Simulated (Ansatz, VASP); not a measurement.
# Two plane-wave programs on As

INCAR

```
SYSTEM = As
PREC = Accurate ; ENCUT = 520
EDIFF = 1E-6 ; ISMEAR = -1
SIGMA = 0.1 ; LREAL = .FALSE.
LASPH = .TRUE. ; NELM = 100
ALGO = Normal ; ISIF = 2
LWAVE = .FALSE. ; LCHARG = .FALSE.
GGA = PS ; NBANDS = 12
```

Contents of KPOINTS:

```
Automatic mesh
0
G
  10 10 10
  0 0 0
```

Contents of POSCAR:

```
As
1.0
    0.0000000000      2.9246025099      2.9246025099
    2.9246025099      0.0000000000      2.9246025099
    2.9246025099      2.9246025099      0.0000000000
As
2
Direct
    0.1250000000      0.1250000000      0.1250000000
    0.8750000000      0.8750000000      0.8750000000
```

Input for Ansatz:

```yaml
crystal:
  lattice:
    - [0.0, 2.9246025099, 2.9246025099]
    - [2.9246025099, 0.0, 2.9246025099]
    - [2.9246025099, 2.9246025099, 0.0]
  atoms:
    - { symbol: As, position: [0.125, 0.125, 0.125] }
    - { symbol: As, position: [0.875, 0.875, 0.875] }
hamiltonian:
  xc: pbesol
  pseudopotentials:
    kind: paw
    azcp:
      As: "pseudopotentials/As.paw.azcp"
basis:
  ecutwfc: 420
  fft_grid_basis: typed
kpoints:
  mp_grid: { grid: [10, 10, 10], shift: [0, 0, 0] }
magnetization:
  spin_polarized: false
scf:
  occupations: { method: fermi_dirac, width: 0.1 }
  lower_state_search: "off"
output:
  stress: true
```

Alike in both runs: task single point; functional PBEsol; k mesh 10 × 10 × 10; occupations fermi-dirac, width 0.1 eV; no spin polarisation.

```csv
,VASP,Ansatz
version,VASP 6.6.1,Ansatz 0.2.0
potentials or method,"VASP PAW PBE potentials, release 64 (As), cutoff 520 eV","plane waves (420 eV) with PAW, scalar-relativistic"
valence electrons in the cell,10,30
```

VASP gave:

```
pressure (GPa) : 5.1
```

Problem. What did Ansatz give for the same quantities?

Solution. Pressure (GPa): 4.8.

VASP's potentials were made for PBE, not for PBEsol, and Ansatz warns of the same on its side. With one functional, cell and mesh, what is left measures potentials, basis and numerics. VASP's potentials hold 10 valence electrons a cell and Ansatz's 30, so a difference there can come from the potentials and not from the codes.
